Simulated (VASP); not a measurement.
# BN (P6_3/mmc) in VASP: settings compared, part 2 of 2

VASP 6.6.1. The steps go on from the part before.

## (3) Relaxation of cell and atoms, PBE

This run uses another cell than the first one, of 3.77 Å³/atom, 0.701 times its volume.

Contents of INCAR:

```
SYSTEM = BN
PREC = Accurate
ENCUT = 600
EDIFF = 1E-7
ISMEAR = -1
SIGMA = 0.02
LREAL = .FALSE.
LASPH = .TRUE.
NELM = 80
ALGO = Normal
ISIF = 3
LWAVE = .FALSE.
LCHARG = .FALSE.
GGA = PE
IBRION = 2
NSW = 80
EDIFFG = -0.005
```

Contents of KPOINTS:

```
regular mesh
0
G
  12 12 6
  0 0 0
```

Contents of POSCAR:

```
BN
1.0
    2.2027020000      0.0000000000      0.0000000000
   -1.1013510000      1.9075958890      0.0000000000
    0.0000000000      0.0000000000      3.5904042600
B N
2 2
Direct
    0.0000000000      0.0000000000      0.0000000000
    0.0000000000      0.0000000000      0.5000000000
    0.3333333333      0.6666666667      0.2500000000
    0.6666666667      0.3333333333      0.7500000000
```

Potentials or basis: VASP PAW PBE potentials, release 64 (B, N).

The run is started by

```bash
$ cat potpaw_PBE.64/B/POTCAR potpaw_PBE.64/N/POTCAR > POTCAR
$ mpirun -np 1 vasp_std > vasp.out
```

OUTCAR:

```text
SYSTEM = BN
   PREC = Accurate
   ENCUT = 600
   EDIFF = 1E-7
   ISMEAR = -1
   LREAL = .FALSE.
   LASPH = .TRUE.
   NELM = 80
   ISIF = 3
   GGA = PE
   IBRION = 2
   NSW = 80
   EDIFFG = -0.005

 ion  position               nearest neighbor table
   1  0.000  0.000  0.000-   3 1.56   4 1.56   4 1.56   3 1.56   4 1.56   3 1.56   2 1.80   2 1.80

   2  0.000  0.000  0.500-   3 1.56   4 1.56   4 1.56   3 1.56   4 1.56   3 1.56   1 1.80   1 1.80

   3  0.333  0.667  0.250-   1 1.56   2 1.56   1 1.56   2 1.56   1 1.56   2 1.56
   4  0.667  0.333  0.750-   1 1.56   2 1.56   1 1.56   2 1.56   1 1.56   2 1.56

  LATTYP: Found a hexagonal cell.
 ALAT       =     2.2027020000
 C/A-ratio  =     1.6300000000

  Lattice vectors:

 A1 = (   2.2027020000,   0.0000000000,   0.0000000000)
 A2 = (  -1.1013510000,   1.9075958890,   0.0000000000)
 A3 = (   0.0000000000,   0.0000000000,   3.5904042600)

Analysis of symmetry for initial positions (statically):
=====================================================================
 Subroutine PRICEL returns:
 Original cell was already a primitive cell.

 Routine SETGRP: Setting up the symmetry group for a
 hexagonal supercell.

 Subroutine GETGRP returns: Found 24 space group operations
 (whereof 12 operations were pure point group operations)
 out of a pool of 24 trial point group operations.

The static configuration has the point symmetry D_3d.
 The point group associated with its full space group is D_6h.

Analysis of symmetry for dynamics (positions and initial velocities):
=====================================================================
 Subroutine PRICEL returns:
 Original cell was already a primitive cell.

 Routine SETGRP: Setting up the symmetry group for a
 hexagonal supercell.

 Subroutine GETGRP returns: Found 24 space group operations
 (whereof 12 operations were pure point group operations)
 out of a pool of 24 trial point group operations.

The dynamic configuration has the point symmetry D_3d.
 The point group associated with its full space group is D_6h.

 Subroutine INISYM returns: Found 24 space group operations
[... 134 lines left out ...]
  energy-cutoff  :      600.00
  volume of cell :       15.09
 maximum number of plane-waves:       525
 NGX is ok and might be reduce to    18
   NGX =  9   NGY =  9   NGZ = 15

--------------------------------------- Ionic step        1  -------------------------------------------

 number of electron      16.0000000 magnetization

 Free energy of the ion-electron system (eV)
  ---------------------------------------------------
  ext. energy  EPLUGINS =         0.00000000
  ---------------------------------------------------
  free energy    TOTEN  =       -23.59405967 eV

  energy without entropy =      -23.59405967  energy(sigma->0) =      -23.59405967

------------------------ aborting loop because EDIFF is reached ----------------------------------------

  FORCE on cell =-STRESS in cart. coord.  units (eV):
  Direction    XX          YY          ZZ          XY          YZ          ZX
  --------------------------------------------------------------------------------------
  -------------------------------------------------------------------------------------
  Total       25.7153857     25.7153857     25.4754709     -0.0000000      0.0000000     -0.0000000
  in kB     2730.9776783   2730.9776784   2705.4986886     -0.0000000      0.0000000     -0.0000000
  external PRESSURE =    2722.4846817 kB  Pullay stress =       0.0000000 kB
[... 25 lines left out ...]
--------------------------------------- Ionic step        2  -------------------------------------------

 number of electron      16.0000006 magnetization

 E-fermi :   4.5898     XC(G=0): -11.5296

 val. band max:        4.5874525287   @ k =   0.0833   0.0000   0.0000
 cond. band min:       4.6716379744   @ k =   0.2500   0.0000   0.0000
 fundamental gap:      0.0841854458
 Fermi energy:         4.5897693478

 k-point     1 :       0.0000    0.0000    0.0000
  band No.  band energies     occupation
      1     -12.5052      2.00000
      2      -9.4552      2.00000
      3      -3.9959      2.00000
      4       3.7847      2.00000
      5       3.7847      2.00000
      6       4.3408      1.99999
      7       4.3968      1.99987
      8       4.3968      1.99987
      9       5.8946      0.00000
     10       7.4015      0.00000
     11      10.6245      0.00000
     12      10.6245      0.00000
[... 534 lines left out ...]
--------------------------------------- Ionic step        7  -------------------------------------------

 number of electron      15.9999993 magnetization

 Free energy of the ion-electron system (eV)
  ---------------------------------------------------
  ext. energy  EPLUGINS =         0.00000000
  ---------------------------------------------------
  free energy    TOTEN  =       -27.83017471 eV

  energy without entropy =      -27.83017471  energy(sigma->0) =      -27.83017471

 E-fermi :  10.4541     XC(G=0): -13.6136

 val. band max:       10.0098083322   @ k =   0.1667   0.0000   0.0000
 cond. band min:      11.5119196969   @ k =   0.3333   0.3333   0.0000
 fundamental gap:      1.5021113647
 Fermi energy:        10.4540828395

 k-point     1 :       0.0000    0.0000    0.0000
  band No.  band energies     occupation
      1     -12.1764      2.00000
      2      -7.1076      2.00000
      3      -2.1249      2.00000
      4       8.5741      2.00000
      5       8.5741      2.00000
      6       9.3501      2.00000
      7       9.3501      2.00000
      8       9.7867      2.00000
      9      15.7587      0.00000
     10      17.9899      0.00000
     11      18.2901      0.00000
     12      18.2901      0.00000
[... 376 lines left out ...]
  FREE ENERGIE OF THE ION-ELECTRON SYSTEM (eV)
  ---------------------------------------------------
  free  energy   TOTEN  =       -27.8301747115 eV

  energy  without entropy=      -27.8301747115  energy(sigma->0) =      -27.83017471

 reached required accuracy - stopping structural energy minimisation
```

Run time: 88 s. Hardware: 1 thread of Intel Xeon Platinum 8259CL at 2.50GHz (Skylake/Cascade Lake), shared host; peak memory 0.13 GiB.

What came out:

| Quantity | Value |
| --- | --- |
| Free energy | -27.8302 eV |
| Relaxed volume | 5.43 Å³/atom |
| Relaxed cell | a = 2.498 Å, b = 2.498 Å, c = 4.019 Å, α = 90.00°, β = 90.00°, γ = 120.00° |
| Space group after relaxing (to 0.05 Å) | P6_3/mmc (No. 194) |
| Energy gained by relaxing | 1059.0 meV/atom |
| Ionic steps | 7 |
| Pressure after relaxing | 0.1 GPa |
| Band gap on the k mesh | 1.50 eV, indirect (least direct gap 5.15 eV) |

The path:
| step | energy change (eV) | largest force (eV/Å) | pressure (GPa) | volume (Å³) |
| --- | --- | --- | --- | --- |
| 1 | 0.0000 | 0.0000 | 272.25 | 15.09 |
| 2 | -0.1958 | 0.0000 | -75.62 | 33.85 |
| 3 | -4.2096 | 0.0000 | -10.13 | 22.32 |
| 4 | -4.2273 | 0.0000 | -3.24 | 21.90 |
| 5 | -4.2292 | 0.0000 | 0.00 | 21.71 |
| 6 | -4.2340 | 0.0000 | 0.19 | 21.72 |
| 7 | -4.2361 | 0.0000 | 0.08 | 21.72 |

Final structure:
```
B N
1.0
     2.49800    0.00000    0.00000
    -1.24900    2.16333    0.00000
     0.00000    0.00000    4.01899
B N
2 2
Direct
  0.00000 0.00000 0.00000
  0.00000 0.00000 0.50000
  0.33333 0.66667 0.25000
  0.66667 0.33333 0.75000
```

Caveat: the volume moved by over 15 % at a fixed basis, so the end points are rough. Expect the measured gap to be larger: semilocal functionals such as PBE lack the derivative discontinuity.

## (4) Relaxation of cell and atoms, PBEsol

This run uses another cell than the first one, of 5.44 Å³/atom, 1.012 times its volume.

Contents of INCAR:

```
PREC = Accurate
ENCUT = 600
EDIFF = 1E-6
ISMEAR = -1
SIGMA = 0.02
LREAL = F
LASPH = T
NELM = 100
ALGO = Normal
ISIF = 3
LWAVE = F
LCHARG = F
GGA = PS
IBRION = 2
NSW = 80
EDIFFG = -0.005
```

Contents of KPOINTS:

```
regular mesh
0
Gamma
  12 12 6
```

Contents of POSCAR:

```
BN
1.0
    2.5001234334      0.0000000000      0.0000000000
   -1.2500617167      2.1651704059      0.0000000000
    0.0000000000      0.0000000000      4.0222891988
B N
2 2
Direct
    0.0000000000      0.0000000000      0.0000000000
    0.0000000000      0.0000000000      0.5000000000
    0.3333333333      0.6666666667      0.2500000000
    0.6666666667      0.3333333333      0.7500000000
```

The run is started by

```bash
$ cat potpaw_PBE.64/B/POTCAR potpaw_PBE.64/N/POTCAR > POTCAR
$ mpirun -np 1 vasp_std > vasp.out
```

Run time: 59 s. Hardware: 1 thread of Intel Xeon Platinum 8259CL at 2.50GHz (Skylake/Cascade Lake), shared host; peak memory 0.15 GiB.

It converged, with:

```yaml
Free_energy: -29.8960 eV
Relaxed_volume: 5.35 Å³/atom
Relaxed_cell: a = 2.483 Å, b = 2.483 Å, c = 4.004 Å, α = 90.00°, β = 90.00°, γ = 120.00°
Space_group_after_relaxing_to_0.05_Å: P6_3/mmc (No. 194)
Energy_gained_by_relaxing: 2.2 meV/atom
Ionic_steps: 7
Pressure_after_relaxing: -0.1 GPa
Band_gap_on_the_k_mesh: 1.57 eV, indirect (least direct gap 5.30 eV)
```

Step by step:
```tsv
step	energy change (eV)	largest force (eV/Å)	pressure (GPa)	volume (Å³)
1	0.0000	0.0000	-6.87	21.77
2	-0.0023	0.0000	6.37	21.05
3	-0.0087	0.0000	0.00	21.38
4	-0.0087	0.0000	0.17	21.37
5	-0.0087	0.0000	0.12	21.37
6	-0.0087	0.0000	0.14	21.37
7	-0.0087	0.0000	-0.08	21.38
```

Final structure:
```
B N
1.0
     2.48336    0.00000    0.00000
    -1.24168    2.15065    0.00000
     0.00000    0.00000    4.00374
B N
2 2
Direct
  0.00000 0.00000 0.00000
  0.00000 0.00000 0.50000
  0.33333 0.66667 0.25000
  0.66667 0.33333 0.75000
```

Levels at points of the mesh, in eV from the valence-band top:
```
           k point  band 4  band 5  band 6  band 7  band 8  band 9  band 10  band 11  band 12
(0.00, 0.00, 0.00)   -1.45   -1.45   -0.68   -0.68   -0.27    5.93     8.36     8.36     8.38
(0.50, 0.00, 0.00)   -9.98   -8.45   -5.75   -4.43   -0.61    5.35     5.59     5.95     6.40
(0.00, 0.00, 0.50)   -6.16   -0.95   -0.95   -0.95   -0.95    7.22     7.22     7.79     7.79
(0.50, 0.00, 0.50)  -12.33   -3.94   -3.94   -3.34   -3.34    4.73     4.73     7.52     7.52
```

Caveat: the PAW data sets were made with another functional, which shifts forces and pressure a little.

## (5) Relaxation of cell and atoms, LDA

This run uses another cell than the first one, of 5.44 Å³/atom, 1.012 times its volume.

Contents of INCAR:

```
SYSTEM = BN
ALGO = Normal ; EDIFF = 1E-7
EDIFFG = -0.005 ; ENCUT = 600
IBRION = 2 ; ISIF = 3
ISMEAR = -1 ; LASPH = .True.
LCHARG = .False. ; LREAL = .False.
LWAVE = .False. ; NELM = 60
NSW = 80 ; PREC = Accurate
SIGMA = 0.02
```

Contents of KPOINTS:

```
k-points
0
Gamma
  12 12 6
  0 0 0
```

POSCAR is that of step 4.

Potentials or basis: VASP PAW LDA potentials, release 64 (B, N).

The run is started by

```bash
$ cat potpaw_LDA.64/B/POTCAR potpaw_LDA.64/N/POTCAR > POTCAR
$ mpirun -np 1 vasp_std > vasp.out
```

OUTCAR:

```text
SYSTEM = BN
   EDIFF = 1E-7
   EDIFFG = -0.005
   ENCUT = 600
   IBRION = 2
   ISIF = 3
   ISMEAR = -1
   LASPH = .True.
   LREAL = .False.
   NELM = 60
   NSW = 80
   PREC = Accurate

 ion  position               nearest neighbor table
   1  0.000  0.000  0.000-   3 1.76   4 1.76   3 1.76   4 1.76   4 1.76   3 1.76   2 2.01   2 2.01

   2  0.000  0.000  0.500-   3 1.76   4 1.76   3 1.76   4 1.76   4 1.76   3 1.76   1 2.01   1 2.01

   3  0.333  0.667  0.250-   1 1.76   2 1.76   1 1.76   2 1.76   1 1.76   2 1.76
   4  0.667  0.333  0.750-   1 1.76   2 1.76   1 1.76   2 1.76   1 1.76   2 1.76

  LATTYP: Found a hexagonal cell.
 ALAT       =     2.5001234334
 C/A-ratio  =     1.6088362459

  Lattice vectors:

 A1 = (   2.5001234334,   0.0000000000,   0.0000000000)
 A2 = (  -1.2500617167,   2.1651704059,   0.0000000000)
 A3 = (   0.0000000000,   0.0000000000,   4.0222891988)

Analysis of symmetry for initial positions (statically):
=====================================================================
 Subroutine PRICEL returns:
 Original cell was already a primitive cell.

 Routine SETGRP: Setting up the symmetry group for a
 hexagonal supercell.

 Subroutine GETGRP returns: Found 24 space group operations
 (whereof 12 operations were pure point group operations)
 out of a pool of 24 trial point group operations.

The static configuration has the point symmetry D_3d.
[... 396 lines left out ...]
 number of electron      16.0000001 magnetization

 Free energy of the ion-electron system (eV)
  ---------------------------------------------------
  ext. energy  EPLUGINS =         0.00000000
  ---------------------------------------------------
  free energy    TOTEN  =       -31.87310843 eV

  energy without entropy =      -31.87310843  energy(sigma->0) =      -31.87310843

 E-fermi :  10.9255     XC(G=0): -13.9598

 val. band max:       10.5468989116   @ k =   0.1667   0.0000   0.0000
 cond. band min:      12.3153682769   @ k =   0.3333   0.3333   0.0000
 fundamental gap:      1.7684693653
 Fermi energy:        10.9255235756

 k-point     1 :       0.0000    0.0000    0.0000
  band No.  band energies     occupation
      1     -11.9640      2.00000
      2      -6.7328      2.00000
      3      -1.9270      2.00000
      4       9.0556      2.00000
      5       9.0556      2.00000
      6       9.8648      2.00000
      7       9.8648      2.00000
      8      10.2491      2.00000
      9      16.7255      0.00000
     10      18.8499      0.00000
     11      18.8499      0.00000
     12      19.2245      0.00000
[... 331 lines left out ...]
 k-point    24 :       0.3333    0.0000    0.1667
  band No.  band energies     occupation
      1      -9.0541      2.00000
      2      -5.1273      2.00000
      3       0.0669      2.00000
      4       1.6863      2.00000
      5       3.8263      2.00000
      6       5.5623      2.00000
      7       8.4435      2.00000
      8       9.5864      2.00000
      9      15.4009      0.00000
     10      17.2235      0.00000
     11      17.2335      0.00000
     12      18.2805      0.00000

 [... further k-points ...]

------------------------ aborting loop because EDIFF is reached ----------------------------------------

  FORCE on cell =-STRESS in cart. coord.  units (eV):
  Direction    XX          YY          ZZ          XY          YZ          ZX
  --------------------------------------------------------------------------------------
  -------------------------------------------------------------------------------------
  Total       -0.0186173     -0.0186173     -0.0190841      0.0000000      0.0000000      0.0000000
  in kB       -1.4217630     -1.4217630     -1.4574135      0.0000000      0.0000000      0.0000000
  external PRESSURE =      -1.4336465 kB  Pullay stress =       0.0000000 kB
[... 19 lines left out ...]
  FREE ENERGIE OF THE ION-ELECTRON SYSTEM (eV)
  ---------------------------------------------------
  free  energy   TOTEN  =       -31.8731084265 eV

  energy  without entropy=      -31.8731084264  energy(sigma->0) =      -31.87310843

 reached required accuracy - stopping structural energy minimisation
```

OSZICAR:

```text
N       E                     dE             d eps       ncg     rms          rms(c)
DAV:   1     0.573480501067E+02    0.57348E+02   -0.99571E+03  1824   0.150E+03
DAV:   2    -0.307130368264E+02   -0.88061E+02   -0.79933E+02  2644   0.264E+02
DAV:   3    -0.334962648098E+02   -0.27832E+01   -0.27584E+01  2404   0.459E+01
DAV:   4    -0.335191003659E+02   -0.22836E-01   -0.22803E-01  2272   0.397E+00
[... 51 lines left out ...]
DAV:   1    -0.318731345446E+02   -0.32155E-04   -0.81430E-04  2088   0.315E-01    0.366E-02
DAV:   2    -0.318731104009E+02    0.24144E-04   -0.68173E-05  2084   0.800E-02    0.110E-02
DAV:   3    -0.318731089181E+02    0.14829E-05   -0.36103E-06  2264   0.181E-02    0.393E-03
DAV:   4    -0.318731084700E+02    0.44809E-06   -0.29676E-07  1956   0.501E-03    0.147E-03
DAV:   5    -0.318731084265E+02    0.43481E-07   -0.46765E-08   972   0.201E-03
   7 F= -.31873108E+02 E0= -.31873108E+02  d E =-.604406E-05
```

CONTCAR:

```text
BN
   1.00000000000000
     2.4671922833872046   -0.0000000000000000    0.0000000000000000
    -1.2335961416936023    2.1366511934139196    0.0000000000000000
    -0.0000000000000000    0.0000000000000000    3.9798145853486449
  B               N
     2     2
Direct
     0.0000000000000000    0.0000000000000000    0.0000000000000000
     0.0000000000000000    0.0000000000000000    0.5000000000000000
     0.3333333332999970    0.6666666667000030    0.2500000000000000
     0.6666666667000030    0.3333333332999970    0.7500000000000000

  0.00000000E+00  0.00000000E+00  0.00000000E+00
  0.00000000E+00  0.00000000E+00  0.00000000E+00
  0.00000000E+00  0.00000000E+00  0.00000000E+00
  0.00000000E+00  0.00000000E+00  0.00000000E+00
```

Run time: 70 s. Hardware: 1 thread of Intel Xeon Platinum 8259CL at 2.50GHz (Skylake/Cascade Lake), shared host; peak memory 0.13 GiB.

What came out:

| Quantity | Value |
| --- | --- |
| Free energy | -31.8731 eV |
| Relaxed volume | 5.24 Å³/atom |
| Relaxed cell | a = 2.467 Å, b = 2.467 Å, c = 3.980 Å, α = 90.00°, β = 90.00°, γ = 120.00° |
| Space group after relaxing (to 0.05 Å) | P6_3/mmc (No. 194) |
| Energy gained by relaxing | 9.1 meV/atom |
| Ionic steps | 7 |
| Pressure after relaxing | -0.1 GPa |
| Band gap on the k mesh | 1.77 eV, indirect (least direct gap 5.47 eV) |

Step by step:
```csv
step,energy change (eV),largest force (eV/Å),pressure (GPa),volume (Å³)
1,0.0000,0.0000,-14.13,21.77
2,-0.0073,0.0000,14.23,20.30
3,-0.0365,0.0000,-0.04,20.98
4,-0.0365,0.0000,0.26,20.96
5,-0.0365,0.0000,0.22,20.96
6,-0.0366,0.0000,0.23,20.96
7,-0.0366,0.0000,-0.14,20.98
```

Final structure:
```cif
data_structure
_symmetry_space_group_name_H-M 'P 1'
_symmetry_Int_Tables_number 1
_cell_length_a 2.4672
_cell_length_b 2.4672
_cell_length_c 3.9798
_cell_angle_alpha 90.000
_cell_angle_beta 90.000
_cell_angle_gamma 120.000
_cell_volume 20.98
loop_
_atom_site_label
_atom_site_type_symbol
_atom_site_fract_x
_atom_site_fract_y
_atom_site_fract_z
_atom_site_occupancy
B1 B 0.00000 0.00000 0.00000 1
B2 B 0.00000 0.00000 0.50000 1
N1 N 0.33333 0.66667 0.25000 1
N2 N 0.66667 0.33333 0.75000 1
```

A k mesh can miss the band edges. A hybrid or GW would open this gap; LDA tends to underestimate it.

## (6) Summary

| task | level | potentials or basis | cell | cutoff (eV) | smearing | gap on the mesh (eV) | pressure (GPa) | relaxed volume (Å³/atom) |
| --- | --- | --- | --- | --- | --- | --- | --- | --- |
| single point | r2SCAN | VASP PAW PBE potentials, release 64 (B, N) | a = 2.491, b = 2.491, c = 4.001 Å, angles 90.0, 90.0, 120.0°, 4 atoms | 520 | gaussian 0.01 eV | 1.82 | 0.4 | - |
| relaxation of cell and atoms | PBE | VASP PAW PBE potentials, release 64 (B, N) | relaxed from a = 2.203, b = 2.203, c = 3.590 Å, angles 90.0, 90.0, 120.0°, 4 atoms | 600 | fermi-dirac 0.02 eV | 1.50 | 0.1 | 5.43 |
| relaxation of cell and atoms | PBEsol | VASP PAW PBE potentials, release 64 (B, N) | relaxed from a = 2.500, b = 2.500, c = 4.022 Å, angles 90.0, 90.0, 120.0°, 4 atoms | 600 | fermi-dirac 0.02 eV | 1.57 | -0.1 | 5.35 |
| relaxation of cell and atoms | LDA | VASP PAW LDA potentials, release 64 (B, N) | relaxed from a = 2.500, b = 2.500, c = 4.022 Å, angles 90.0, 90.0, 120.0°, 4 atoms | 600 | fermi-dirac 0.02 eV | 1.77 | -0.1 | 5.24 |

Alike in all rows: no spin polarisation; k mesh 12 × 12 × 6.

Caveats: the PAW data sets were made with another functional, which shifts forces and pressure a little (some runs); the volume moved by over 15 % at a fixed basis, so the end points are rough (some runs).

Total energies depend on the potentials used, so only differences within one code and one set of settings carry meaning.
